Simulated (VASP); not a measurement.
# HfB2 (P6/mmm) in VASP: further runs

Aim: see how the results for HfB2 move with the level of theory and the settings. Levels: PBE+D3(BJ)+U, PBE+D4+U. Tasks: single point.

All numbers are computed with VASP 6.6.1; they aren't measurements. Logs are shortened: lines on timing, memory, paths and dates and some standing lists are left out, and cuts for length are marked.

### Step 1. The cell of the first run

It takes space group P6/mmm (No. 191, hexagonal). Conventional cell: a = 3.222 Å, b = 3.222 Å, c = 3.570 Å, α = 90.00°, β = 90.00°, γ = 120.00°. Within 3.4 Å of Hf (site symmetry 6/mmm) lie 12 B at 2.58 Å and 6 Hf at 3.22 Å. Within 2.6 Å of B (site symmetry -6m2) lie 3 B at 1.86 Å and 6 Hf at 2.58 Å.

### Step 2. Single point, PBE+D3(BJ)+U

INCAR

```
PREC = Accurate
ENCUT = 500
EDIFF = 1E-6
ISMEAR = -1
SIGMA = 0.001
LREAL = False
LASPH = True
NELM = 200
ALGO = Normal
ISIF = 2
LWAVE = False
LCHARG = True
LMAXMIX = 4
LDAU = True
LDAUTYPE = 2
LDAUL = 2 -1
LDAUU = 4 0
LDAUJ = 0 0
LDAUPRINT = 1
GGA = PE
IVDW = 12
LELF = True
LVHAR = True
NBANDS = 15
GGA_COMPAT = False
```

KPOINTS

```
Automatic mesh
0
Gamma
  10 10 8
```

POSCAR

```
HfB2
1.0
    3.2215946800      0.0000000000      0.0000000000
   -1.6107973400      2.7899828336      0.0000000000
    0.0000000000      0.0000000000      3.5704297800
Hf B
1 2
Direct
    0.0000000000      0.0000000000      0.0000000000
    0.6666666667      0.3333333333      0.5000000000
    0.3333333333      0.6666666667      0.5000000000
```

Potentials or basis: VASP PAW PBE potentials, release 64 (Hf_pv, B).

Run with:

```console
> cat potpaw_PBE.64/Hf_pv/POTCAR potpaw_PBE.64/B/POTCAR > POTCAR
> mpirun -np 1 vasp_std > vasp.out
```

OUTCAR:

```text
PREC = Accurate
   ENCUT = 500
   EDIFF = 1E-6
   ISMEAR = -1
   LREAL = False
   LASPH = True
   NELM = 200
   ISIF = 2
   GGA = PE
   IVDW = 12
 IVDW          = 12

 ion  position               nearest neighbor table
   1  0.000  0.000  0.000-   2 2.58   3 2.58   2 2.58   3 2.58   2 2.58   2 2.58   3 2.58   3 2.58
                             2 2.58   2 2.58   3 2.58   3 2.58
   2  0.667  0.333  0.500-   3 1.86   3 1.86   3 1.86   1 2.58   1 2.58   1 2.58   1 2.58   1 2.58
                             1 2.58
   3  0.333  0.667  0.500-   2 1.86   2 1.86   2 1.86   1 2.58   1 2.58   1 2.58   1 2.58   1 2.58
                             1 2.58

  LATTYP: Found a hexagonal cell.
 ALAT       =     3.2215946800
 C/A-ratio  =     1.1082802570

  Lattice vectors:

 A1 = (   3.2215946800,   0.0000000000,   0.0000000000)
 A2 = (  -1.6107973400,   2.7899828336,   0.0000000000)
 A3 = (   0.0000000000,   0.0000000000,   3.5704297800)

Analysis of symmetry for initial positions (statically):
=====================================================================
 Subroutine PRICEL returns:
 Original cell was already a primitive cell.

 Routine SETGRP: Setting up the symmetry group for a
 hexagonal supercell.

 Subroutine GETGRP returns: Found 24 space group operations
 (whereof 24 operations were pure point group operations)
 out of a pool of 24 trial point group operations.

The static configuration has the point symmetry D_6h.

Analysis of symmetry for dynamics (positions and initial velocities):
=====================================================================
 Subroutine PRICEL returns:
 Original cell was already a primitive cell.

 Routine SETGRP: Setting up the symmetry group for a
 hexagonal supercell.

 Subroutine GETGRP returns: Found 24 space group operations
 (whereof 24 operations were pure point group operations)
 out of a pool of 24 trial point group operations.

The dynamic configuration has the point symmetry D_6h.

 Subroutine INISYM returns: Found 24 space group operations
 (whereof 24 operations are pure point group operations),
[... 164 lines left out ...]
  o =  0.1586  v =  0.0000 -0.0000 -0.0000 -1.0000  0.0000  0.0000  0.0000  0.0000  0.0000  0.0000      0.0000  0.0000  0.0000  0.0000  0.0000  0.0000  0.0000  0.0000  0.0000  0.0000
  o =  0.1586  v =  0.0000  0.0000  0.0000  0.0000  0.0000  0.0000 -0.0000 -0.0000 -1.0000  0.0000      0.0000  0.0000  0.0000  0.0000  0.0000  0.0000  0.0000  0.0000  0.0000  0.0000
  o =  0.1586  v =  0.0000 -1.0000 -0.0000  0.0000 -0.0000  0.0000  0.0000  0.0000  0.0000  0.0000      0.0000  0.0000  0.0000  0.0000  0.0000  0.0000  0.0000  0.0000  0.0000  0.0000
  o =  0.1586  v =  0.0000  0.0000  0.0000  0.0000  0.0000  0.0000 -1.0000 -0.0000  0.0000 -0.0000      0.0000  0.0000  0.0000  0.0000  0.0000  0.0000  0.0000  0.0000  0.0000  0.0000
  o =  0.1698  v =  1.0000  0.0000  0.0000  0.0000  0.0000  0.0000  0.0000  0.0000  0.0000  0.0000      0.0000  0.0000  0.0000  0.0000  0.0000  0.0000  0.0000  0.0000  0.0000  0.0000
  o =  0.1698  v =  0.0000  0.0000  0.0000  0.0000  0.0000  1.0000  0.0000  0.0000  0.0000  0.0000      0.0000  0.0000  0.0000  0.0000  0.0000  0.0000  0.0000  0.0000  0.0000  0.0000
  o =  0.1698  v =  0.0000  0.0000  0.0000  0.0000  0.0000  0.0000 -0.0000  0.0000  0.0000  1.0000      0.0000  0.0000  0.0000  0.0000  0.0000  0.0000  0.0000  0.0000  0.0000  0.0000
  o =  0.1698  v =  0.0000 -0.0000  0.0000  0.0000  1.0000  0.0000  0.0000  0.0000  0.0000  0.0000      0.0000  0.0000  0.0000  0.0000  0.0000  0.0000  0.0000  0.0000  0.0000  0.0000

 number of electron      16.0000003 magnetization

 Free energy of the ion-electron system (eV)
  ---------------------------------------------------
  ext. energy  EPLUGINS =         0.00000000
  ---------------------------------------------------
  free energy    TOTEN  =       -23.47912652 eV

  energy without entropy =      -23.47910614  energy(sigma->0) =      -23.47911633

 E-fermi :   7.5310     XC(G=0): -12.2455

 val. band max:        7.4972996020   @ k =   0.2000   0.2000   0.1250
 cond. band min:       7.5313489348   @ k =   0.1000   0.1000   0.2500
 fundamental gap:      0.0340493328
 Fermi energy:         7.5310124625

 k-point     1 :       0.0000    0.0000    0.0000
  band No.  band energies     occupation
      1     -24.2677      2.00000
      2     -23.8761      2.00000
      3     -23.8761      2.00000
      4      -6.0844      2.00000
      5       4.4171      2.00000
      6       4.7687      2.00000
      7       4.7687      2.00000
      8       4.7822      2.00000
      9      11.6441      0.00000
     10      11.6441      0.00000
     11      11.6513      0.00000
     12      11.9303      0.00000
     13      11.9303      0.00000
     14      11.9883      0.00000
[... 401 lines left out ...]
      2     -24.1988      2.00000
      3     -24.0351      2.00000
      4      -2.4110      2.00000
      5      -1.0459      2.00000
      6       2.9085      2.00000
      7       3.9120      2.00000
      8       5.5412      2.00000
      9       8.5138      0.00000
     10      11.3805      0.00000
     11      11.4915      0.00000
     12      13.5526      0.00000
     13      14.1208      0.00000
     14      15.0719      0.00000
     15      17.4597      0.00000

 [... further k-points ...]

------------------------ aborting loop because EDIFF is reached ----------------------------------------

 Edisp (eV)   -1.00280

 E8    (eV) :    -0.4513

  FORCE on cell =-STRESS in cart. coord.  units (eV):
  Direction    XX          YY          ZZ          XY          YZ          ZX
  --------------------------------------------------------------------------------------
  -------------------------------------------------------------------------------------
  Total      -2.68647    -2.68647    -1.44478     0.00000     0.00000     0.00000
  in kB    -134.12177  -134.12177   -72.13045     0.00000     0.00000     0.00000
  external pressure =     -113.46 kB  Pullay stress =        0.00 kB

 VOLUME and BASIS-vectors are now :
 -----------------------------------------------------------------------------
  energy-cutoff  :      500.00
  volume of cell :       32.09
      direct lattice vectors                 reciprocal lattice vectors
     3.221594680  0.000000000  0.000000000     0.310405280  0.179212572  0.000000000
    -1.610797340  2.789982834  0.000000000     0.000000000  0.358425144  0.000000000
     0.000000000  0.000000000  3.570429780     0.000000000  0.000000000  0.280078327

 POSITION                                       TOTAL-FORCE (eV/Angst)
 -----------------------------------------------------------------------------------
      0.00000      0.00000      0.00000        -0.000000     -0.000000      0.000000
      1.61080      0.92999      1.78521        -0.000000      0.000000      0.000000
     -0.00000      1.85999      1.78521         0.000000     -0.000000     -0.000000
 -----------------------------------------------------------------------------------
    total drift:                               -0.000000      0.000000      0.000000

  FREE ENERGIE OF THE ION-ELECTRON SYSTEM (eV)
  ---------------------------------------------------
  free  energy   TOTEN  =       -24.4819304287 eV

  energy  without entropy=      -24.4819100529  energy(sigma->0) =      -24.48192024
```

Run time: 48 s. Hardware: 1 thread of AMD EPYC 7R43 (Zen 3), shared host; peak memory 0.14 GiB.

Results:

```
Free energy                : -24.4819 eV
Pressure                   : -11.3 GPa
Band gap on the k mesh     : zero (bands 8 and 9 overlap by 0.85 eV)
Dispersion energy per atom : -0.334 eV
```

Stress tensor (GPa, compression positive):
```
-13.41   0.00   0.00
  0.00 -13.41   0.00
  0.00   0.00  -7.21
```

Eigenvalues of the final occupation matrices:
| site | spin | trace | eigenvalues |
| --- | --- | --- | --- |
| site 1 d | 1 | 0.80 | 0.15 0.16 0.16 0.17 0.17 |
| site 1 d | 2 | 0.80 | 0.15 0.16 0.16 0.17 0.17 |

Caveat: three body term missing; the cell stands under tension; spin-orbit coupling is left out, which moves the levels of the heavy elements; U without spin polarisation on a metal has little footing; the U is typed as a test and isn't derived for this compound.

### Step 3. Single point, PBE+D4+U

This run uses another cell than the first one, of 9.90 Å³/atom.

INCAR

```
PREC = Accurate
ENCUT = 500
EDIFF = 1E-6
ISMEAR = -1
SIGMA = 0.05
LREAL = False
LASPH = True
NELM = 200
ALGO = Normal
ISIF = 2
LWAVE = False
LCHARG = False
LMAXMIX = 4
LDAU = True
LDAUTYPE = 2
LDAUL = 2 -1
LDAUU = 8 0
LDAUJ = 0 0
LDAUPRINT = 1
GGA = PE
IVDW = 13
NBANDS = 15
GGA_COMPAT = False
```

KPOINTS is that of step 2.

POSCAR

```
HfB2
1.0
    3.1400000000      0.0000000000      0.0000000000
   -1.5700000000      2.7193197679      0.0000000000
    0.0000000000      0.0000000000      3.4800000000
Hf B
1 2
Direct
    0.0000000000      0.0000000000      0.0000000000
    0.6666666667      0.3333333333      0.5000000000
    0.3333333333      0.6666666667      0.5000000000
```

Potentials or basis: VASP PAW PBE potentials, release 64 (Hf_pv, B).

Run with:

```console
> cat potpaw_PBE.64/Hf_pv/POTCAR potpaw_PBE.64/B/POTCAR > POTCAR
> mpirun -np 1 vasp_std > vasp.out
```

It took 10 s on 1 thread of Intel Xeon 6975P-C (Granite Rapids), shared host; peak memory 0.16 GiB.

The run converged. Its results:

- Free energy: -21.6060 eV
- Pressure: 19.7 GPa
- Band gap on the k mesh: zero (bands 8 and 9 overlap by 1.02 eV)
- Dispersion energy per atom: -0.308 eV

Stress tensor (GPa, compression positive):
```
17.53  0.00  0.00
 0.00 17.53  0.00
 0.00  0.00 24.10
```

Levels at points of the mesh, in eV from the Fermi level:
```
           k point  band 4  band 5  band 6  band 7  band 8  band 9  band 10  band 11  band 12  band 13
(0.00, 0.00, 0.00)  -14.59   -3.66   -3.13   -3.13   -3.00    4.13     4.21     4.21     4.82     4.82
(0.50, 0.00, 0.00)  -10.41   -9.84   -4.18   -4.12   -2.71    1.28     3.38     5.09     5.51     6.32
(0.00, 0.00, 0.50)  -12.14   -9.40   -1.80   -1.80    0.54    0.54     1.45     1.45     2.79     4.19
(0.50, 0.00, 0.50)  -10.67   -8.27   -5.22   -5.04   -3.72    3.16     4.60     6.99     7.68     7.87
```

Eigenvalues of the final occupation matrices:
| site | spin | trace | eigenvalues |
| --- | --- | --- | --- |
| site 1 d | 1 | 0.79 | 0.14 0.16 0.16 0.17 0.17 |
| site 1 d | 2 | 0.79 | 0.14 0.16 0.16 0.17 0.17 |

Caveat: the cell stands under pressure; spin-orbit coupling is left out, which moves the levels of the heavy elements; U without spin polarisation on a metal has little footing; the U is typed as a test and isn't derived for this compound.
